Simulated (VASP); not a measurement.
Write the native input for VASP 6.6.1 that does the following.

```
Task                   : relaxation of cell and atoms
Functional             : PBEsol
Potentials or basis    : VASP PAW PBE potentials, release 64 (Au)
Cutoff                 : 500 eV
k mesh                 : 9 × 9 × 9
Occupations            : fermi-dirac, width 0.05 eV
Spin                   : no spin polarisation
Target pressure        : 40 GPa
Dipole correction      : no
Further INCAR settings : ALGO = Normal; EDIFF = 1e-07; IBRION = 2; EDIFFG = -0.02; NSW = 50; ISIF = 3
```

The structure of Au lies in POSCAR:

```
Au
1.0
    1.6150000000      1.6150000000      1.6150000000
   -1.6150000000      1.6150000000      1.6150000000
   -1.6150000000     -1.6150000000      1.6150000000
Au
1
Direct
    0.0000000000      0.0000000000      0.0000000000
```

These files were run (other wordings do the same):

INCAR

```
  PREC = Accurate
  ENCUT = 500
  EDIFF = 1E-7
  ISMEAR = -1
  SIGMA = 0.05
  LREAL = False
  LASPH = True
  NELM = 120
  ALGO = Normal
  ISIF = 3
  LWAVE = False
  LCHARG = False
  GGA = PS
  IBRION = 2
  NSW = 50
  EDIFFG = -0.02
  PSTRESS = 400.0
  GGA_COMPAT = False
  NELMIN = 4
```

KPOINTS

```
regular mesh
0
Gamma
  9 9 9
```

Potentials or basis: VASP PAW PBE potentials, release 64 (Au).

Run with:

```sh
$ cat potpaw_PBE.64/Au/POTCAR > POTCAR
$ mpirun -np 1 vasp_std > vasp.out
```

It gave:

```json
{"Relaxed volume": "14.67 Å³/atom", "Relaxed cell": "a = 2.671 Å, b = 2.671 Å, c = 2.671 Å, α = 70.53°, β = 109.47°, γ = 70.53°", "Space group after relaxing (to 0.05 Å)": "Im-3m (No. 229)", "Energy change on relaxing (the enthalpy is what falls)": "+254.4 meV/atom", "Ionic steps": "5", "Pressure after relaxing": "40.1 GPa"}
```

Caveat: the cell is relaxed towards a set pressure, so the enthalpy falls and the energy may rise; the PAW data sets were made with another functional, which shifts forces and pressure a little.

Run time: 12 s on 1 thread of Intel(R) Xeon(R) Platinum 8488C (Sapphire Rapids), with other jobs on the host, peak memory 0.14 GiB.
